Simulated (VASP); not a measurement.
# B (R-3m) in VASP: electric field gradients with PBE

Aim: the electric field gradients of B with PBE.

Everything below comes from runs of VASP 6.6.1. Logs are shortened: lines on timing, memory, paths and dates and some standing lists are left out, and cuts for length are marked.

## Step 1: The cell of the first run

Symmetry: R-3m, No. 166, trigonal system. The conventional cell has a = 4.918 Å, b = 4.918 Å, c = 12.581 Å, α = 90.00°, β = 90.00°, γ = 120.00°. B (site symmetry m) has 6 B at 1.68 to 1.80 Å within 2.2 Å. B (site symmetry m) has 6 B at 1.68 to 1.80 Å within 2.2 Å. Within 2.4 Å of B (site symmetry m) lie 7 B at 1.78 to 2.02 Å. B (site symmetry m) has 7 B at 1.78 to 2.02 Å within 2.4 Å.

## Step 2: Electric field gradients, PBE

Input file INCAR:

```
ALGO = Normal
EDIFF = 1E-8
ENCUT = 420
GGA = PE
GGA_COMPAT = False
ISIF = 2
ISMEAR = 0
LASPH = True
LCHARG = False
LEFG = True
LREAL = False
LWAVE = False
NBANDS = 54
NELM = 120
PREC = Accurate
SIGMA = 0.01
```

Input file KPOINTS:

```
k-points
0
Gamma
  6 6 3
```

Input file POSCAR:

```
B
1.0
    2.4589507939      1.4196759028      4.1935000000
   -2.4589507939      1.4196759028      4.1935000000
    0.0000000000     -5.6787036111      8.3870000000
B
24
Direct
    0.0100635734      0.6543546593      0.0050317867
    0.0100635734      0.6543546593      0.5050317867
    0.0100635734      0.0100635734      0.3271773296
    0.0100635734      0.0100635734      0.8271773296
    0.6543546593      0.0100635734      0.0050317867
    0.6543546593      0.0100635734      0.5050317867
    0.9899364266      0.3456453407      0.4949682133
    0.9899364266      0.3456453407      0.9949682133
    0.3456453407      0.9899364266      0.4949682133
    0.3456453407      0.9899364266      0.9949682133
    0.9899364266      0.9899364266      0.1728226704
    0.9899364266      0.9899364266      0.6728226704
    0.2206205359      0.6312326172      0.1103102679
    0.2206205359      0.6312326172      0.6103102679
    0.2206205359      0.2206205359      0.3156163086
    0.2206205359      0.2206205359      0.8156163086
    0.6312326172      0.2206205359      0.1103102679
    0.6312326172      0.2206205359      0.6103102679
    0.7793794641      0.3687673828      0.3896897321
    0.7793794641      0.3687673828      0.8896897321
    0.3687673828      0.7793794641      0.3896897321
    0.3687673828      0.7793794641      0.8896897321
    0.7793794641      0.7793794641      0.1843836914
    0.7793794641      0.7793794641      0.6843836914
```

Potentials or basis: VASP PAW PBE potentials, release 64 (B).

Started as:

```console
> cat potpaw_PBE.64/B/POTCAR > POTCAR
> mpirun -np 1 vasp_std > vasp.out
```

OUTCAR:

```text
EDIFF = 1E-8
   ENCUT = 420
   GGA = PE
   ISIF = 2
   ISMEAR = 0
   LASPH = True
   LREAL = False
   NELM = 120
   PREC = Accurate

 ion  position               nearest neighbor table
   1  0.010  0.654  0.005-   8 1.68   5 1.75   4 1.75  13 1.80  23 1.80  22 1.80
   2  0.010  0.654  0.505-   7 1.68   6 1.75   3 1.75  14 1.80  24 1.80  21 1.80
   3  0.010  0.010  0.327-  11 1.68   6 1.75   2 1.75  15 1.80  19 1.80  21 1.80
   4  0.010  0.010  0.827-  12 1.68   5 1.75   1 1.75  16 1.80  20 1.80  22 1.80
   5  0.654  0.010  0.005-  10 1.68   1 1.75   4 1.75  17 1.80  23 1.80  20 1.80
   6  0.654  0.010  0.505-   9 1.68   2 1.75   3 1.75  18 1.80  24 1.80  19 1.80
   7  0.990  0.346  0.495-   2 1.68   9 1.75  12 1.75  19 1.80  15 1.80  18 1.80
   8  0.990  0.346  0.995-   1 1.68  10 1.75  11 1.75  20 1.80  16 1.80  17 1.80
   9  0.346  0.990  0.495-   6 1.68   7 1.75  12 1.75  21 1.80  15 1.80  14 1.80
  10  0.346  0.990  0.995-   5 1.68   8 1.75  11 1.75  22 1.80  16 1.80  13 1.80
  11  0.990  0.990  0.173-   3 1.68   8 1.75  10 1.75  23 1.80  17 1.80  13 1.80
  12  0.990  0.990  0.673-   4 1.68   7 1.75   9 1.75  24 1.80  18 1.80  14 1.80
  13  0.221  0.631  0.110-  22 1.78  23 1.78   1 1.80  10 1.80  11 1.80  17 2.02  15 2.02
  14  0.221  0.631  0.610-  21 1.78  24 1.78   2 1.80   9 1.80  12 1.80  18 2.02  16 2.02
  15  0.221  0.221  0.316-  19 1.78  21 1.78   3 1.80   7 1.80   9 1.80  13 2.02  17 2.02
  16  0.221  0.221  0.816-  20 1.78  22 1.78   4 1.80   8 1.80  10 1.80  14 2.02  18 2.02
  17  0.631  0.221  0.110-  20 1.78  23 1.78   5 1.80   8 1.80  11 1.80  13 2.02  15 2.02
  18  0.631  0.221  0.610-  19 1.78  24 1.78   6 1.80   7 1.80  12 1.80  14 2.02  16 2.02
  19  0.779  0.369  0.390-  18 1.78  15 1.78   7 1.80   6 1.80   3 1.80  21 2.02  23 2.02
  20  0.779  0.369  0.890-  17 1.78  16 1.78   8 1.80   5 1.80   4 1.80  22 2.02  24 2.02
  21  0.369  0.779  0.390-  14 1.78  15 1.78   9 1.80   2 1.80   3 1.80  19 2.02  23 2.02
  22  0.369  0.779  0.890-  13 1.78  16 1.78  10 1.80   1 1.80   4 1.80  20 2.02  24 2.02
  23  0.779  0.779  0.184-  13 1.78  17 1.78  11 1.80   5 1.80   1 1.80  19 2.02  21 2.02
  24  0.779  0.779  0.684-  14 1.78  18 1.78  12 1.80   6 1.80   2 1.80  20 2.02  22 2.02

  LATTYP: Found a base centered monoclinic cell.
 ALAT       =     8.8545856863
 B/A-ratio  =     0.5554073067
 C/A-ratio  =     0.9619936741
 COS(beta)  =    -0.3206645580

  Lattice vectors:

 A1 = (   2.4589507939,   1.4196759028,   4.1935000000)
 A2 = (  -2.4589507939,   1.4196759028,   4.1935000000)
 A3 = (  -0.0000000000,  -8.5180554167,   0.0000000000)

Analysis of symmetry for initial positions (statically):
=====================================================================
 Subroutine PRICEL returns following result:
[... 1474 lines left out ...]
  Total       -2.2605347     -2.2605663     -1.9617217      0.0000000      0.0000152      0.0000000
  in kB      -20.6169693    -20.6172572    -17.8916761      0.0000000      0.0001384      0.0000000
  external PRESSURE =     -19.7086342 kB  Pullay stress =       0.0000000 kB

 VOLUME and BASIS-vectors are now :
 -----------------------------------------------------------------------------
  energy-cutoff  :      420.00
  volume of cell :      175.67
      direct lattice vectors                 reciprocal lattice vectors
     2.458950794  1.419675903  4.193500000     0.203338758  0.117397687  0.079488097
    -2.458950794  1.419675903  4.193500000    -0.203338758  0.117397687  0.079488097
     0.000000000 -5.678703611  8.387000000     0.000000000 -0.117397687  0.039744048

 POSITION                                       TOTAL-FORCE (eV/Angst)
 -----------------------------------------------------------------------------------
     -1.58428      0.91468      2.82844         0.011862     -0.006839     -0.005942
     -1.58428     -1.92467      7.02194         0.011862     -0.006839     -0.005942
      0.00000     -1.82937      2.82844        -0.000000      0.013693     -0.005931
      0.00000     -4.66872      7.02194        -0.000000      0.013693     -0.005931
      1.58428      0.91468      2.82844        -0.011862     -0.006839     -0.005942
      1.58428     -1.92467      7.02194        -0.011862     -0.006839     -0.005942
[... 16 lines left out ...]
      0.00000      1.16587      8.08308        -0.000000     -0.014767     -0.004059
      0.00000     -1.67348     12.27658        -0.000000     -0.014767     -0.004059
 -----------------------------------------------------------------------------------
    total drift:                                0.000000     -0.000000      0.000000

  FREE ENERGIE OF THE ION-ELECTRON SYSTEM (eV)
  ---------------------------------------------------
  free  energy   TOTEN  =      -160.8948627767 eV

  energy  without entropy=     -160.8948627767  energy(sigma->0) =     -160.89486278

 Electric field gradients (V/A^2)
---------------------------------------------------------------------
 ion       V_xx      V_yy      V_zz      V_xy      V_xz      V_yz
---------------------------------------------------------------------
   1       1.202     7.074    -8.276     5.086     9.695    -5.598
   2       1.202     7.074    -8.276     5.086     9.695    -5.598
   3      10.011    -1.734    -8.276     0.000    -0.000    11.195
   4      10.011    -1.734    -8.276     0.000     0.000    11.195
   5       1.202     7.074    -8.276    -5.086    -9.695    -5.598
   6       1.202     7.074    -8.276    -5.086    -9.695    -5.598
[... 16 lines left out ...]
  23      -2.602     8.000    -5.398     0.000     0.000     2.764
  24      -2.602     8.000    -5.398    -0.000     0.000     2.764
---------------------------------------------------------------------

 Electric field gradients after diagonalization (V/A^2)
 (convention: |V_zz| > |V_xx| > |V_yy|)
----------------------------------------------------------------------
 ion       V_xx      V_yy      V_zz     asymmetry (V_yy - V_xx)/ V_zz
----------------------------------------------------------------------
   1      10.010     6.658   -16.669       0.201
   2      10.010     6.658   -16.669       0.201
   3      10.011     6.658   -16.669       0.201
   4      10.011     6.658   -16.669       0.201
   5      10.010     6.658   -16.669       0.201
   6      10.010     6.658   -16.669       0.201
[... 16 lines left out ...]
  23      -5.946    -2.602     8.547       0.391
  24      -5.946    -2.602     8.547       0.391
----------------------------------------------------------------------

           NMR quadrupolar parameters

 Cq : quadrupolar parameter    Cq=e*Q*V_zz/h
 eta: asymmetry parameters     (V_yy - V_xx)/ V_zz
 Q  : nuclear electric quadrupole moment in mb (millibarn)
----------------------------------------------------------------------
 ion       Cq(MHz)       eta       Q (mb)
----------------------------------------------------------------------
   1      -0.040       0.201       1.000
   2      -0.040       0.201       1.000
   3      -0.040       0.201       1.000
   4      -0.040       0.201       1.000
   5      -0.040       0.201       1.000
   6      -0.040       0.201       1.000
[... 16 lines left out ...]
  23       0.021       0.391       1.000
  24       0.021       0.391       1.000
----------------------------------------------------------------------
```

OSZICAR:

```text
N       E                     dE             d eps       ncg     rms          rms(c)
DAV:   1     0.130061954512E+03    0.13006E+03   -0.29242E+04  3672   0.103E+03
DAV:   2    -0.157564603255E+03   -0.28763E+03   -0.27321E+03  4598   0.212E+02
DAV:   3    -0.169836060135E+03   -0.12271E+02   -0.12131E+02  4616   0.399E+01
DAV:   4    -0.169988479302E+03   -0.15242E+00   -0.15202E+00  4776   0.455E+00
DAV:   5    -0.169990347463E+03   -0.18682E-02   -0.18673E-02  4546   0.496E-01    0.157E+01
DAV:   6    -0.162515065602E+03    0.74753E+01   -0.97071E+00  4286   0.116E+01    0.865E+00
DAV:   7    -0.160944726631E+03    0.15703E+01   -0.51667E+00  4352   0.814E+00    0.265E+00
DAV:   8    -0.160895678847E+03    0.49048E-01   -0.75937E-01  4258   0.342E+00    0.601E-01
DAV:   9    -0.160894417463E+03    0.12614E-02   -0.74745E-02  4346   0.114E+00    0.236E-01
DAV:  10    -0.160894739436E+03   -0.32197E-03   -0.10633E-02  4190   0.418E-01    0.557E-02
DAV:  11    -0.160894892404E+03   -0.15297E-03   -0.71857E-04  4618   0.106E-01    0.297E-02
DAV:  12    -0.160894845897E+03    0.46507E-04   -0.23742E-04  4496   0.592E-02    0.908E-03
DAV:  13    -0.160894861681E+03   -0.15784E-04   -0.39957E-05  4296   0.235E-02    0.401E-03
DAV:  14    -0.160894862532E+03   -0.85078E-06   -0.39294E-06  4400   0.725E-03    0.110E-03
DAV:  15    -0.160894862690E+03   -0.15792E-06   -0.40893E-07  4384   0.258E-03    0.508E-04
DAV:  16    -0.160894862756E+03   -0.66705E-07   -0.56188E-08  4298   0.928E-04    0.109E-04
DAV:  17    -0.160894862768E+03   -0.11159E-07   -0.11673E-09  2656   0.140E-04    0.570E-05
DAV:  18    -0.160894862777E+03   -0.91441E-08   -0.35452E-10  2442   0.796E-05
   1 F= -.16089486E+03 E0= -.16089486E+03  d E =-.110124E-26
```

Run time: 9.7 min. Hardware: 1 thread of Oxide Virtual Turin-like, shared host; peak memory 0.32 GiB.

What came out:

```
Free energy                             : -160.8949 eV
Pressure                                : -2.0 GPa
Largest force                           : 0.015 eV/Å
Band gap on the k mesh                  : 1.51 eV
Largest electric field gradient by atom : B -16.7, +8.5 (each value once) V/Å²
```

Forces on the atoms (eV/Å):
```
B    0.012 -0.007 -0.006
B    0.012 -0.007 -0.006
B    0.000  0.014 -0.006
B    0.000  0.014 -0.006
B   -0.012 -0.007 -0.006
B   -0.012 -0.007 -0.006
B   -0.012  0.007  0.006
B   -0.012  0.007  0.006
B    0.012  0.007  0.006
B    0.012  0.007  0.006
B    0.000 -0.014  0.006
B    0.000 -0.014  0.006
B    0.013 -0.007  0.004
B    0.013 -0.007  0.004
B    0.000  0.015  0.004
B    0.000  0.015  0.004
B   -0.013 -0.007  0.004
B   -0.013 -0.007  0.004
B   -0.013  0.007 -0.004
B   -0.013  0.007 -0.004
B    0.013  0.007 -0.004
B    0.013  0.007 -0.004
B    0.000 -0.015 -0.004
B    0.000 -0.015 -0.004
```

Levels at points of the mesh, in eV from the valence-band top:
| k point | band 34 | band 35 | band 36 | band 37 | band 38 | band 39 |
| --- | --- | --- | --- | --- | --- | --- |
| (0.00, 0.00, 0.00) | -0.80 | -0.56 | -0.35 | 1.57 | 1.98 | 3.21 |
| (0.50, 0.00, 0.00) | -1.88 | -1.66 | -0.56 | 1.51 | 1.98 | 2.72 |
| (0.50, 0.50, 0.00) | -1.82 | -1.82 | 0.00 | 1.51 | 2.70 | 2.72 |

Electric field gradients, principal values (V/Å²):
| atom | least | middle | greatest (by size) |
| --- | --- | --- | --- |
| 1 B | 6.658 | 10.010 | -16.669 |
| 2 B | 6.658 | 10.010 | -16.669 |
| 3 B | 6.658 | 10.011 | -16.669 |
| 4 B | 6.658 | 10.011 | -16.669 |
| 5 B | 6.658 | 10.010 | -16.669 |
| 6 B | 6.658 | 10.010 | -16.669 |
| 7 B | 6.658 | 10.010 | -16.669 |
| 8 B | 6.658 | 10.010 | -16.669 |
| 9 B | 6.658 | 10.010 | -16.669 |
| 10 B | 6.658 | 10.010 | -16.669 |
| 11 B | 6.658 | 10.011 | -16.669 |
| 12 B | 6.658 | 10.011 | -16.669 |
| 13 B | -2.602 | -5.946 | 8.547 |
| 14 B | -2.602 | -5.946 | 8.547 |
| 15 B | -2.602 | -5.946 | 8.547 |
| 16 B | -2.602 | -5.946 | 8.547 |
| 17 B | -2.602 | -5.946 | 8.547 |
| 18 B | -2.602 | -5.946 | 8.547 |
| 19 B | -2.602 | -5.946 | 8.547 |
| 20 B | -2.602 | -5.946 | 8.547 |
| 21 B | -2.602 | -5.946 | 8.547 |
| 22 B | -2.602 | -5.946 | 8.547 |
| 23 B | -2.602 | -5.946 | 8.547 |
| 24 B | -2.602 | -5.946 | 8.547 |

Caveat: without QUAD_EFG the Cq values of the log hold for a quadrupole moment of 1 mb, not for the nuclei.
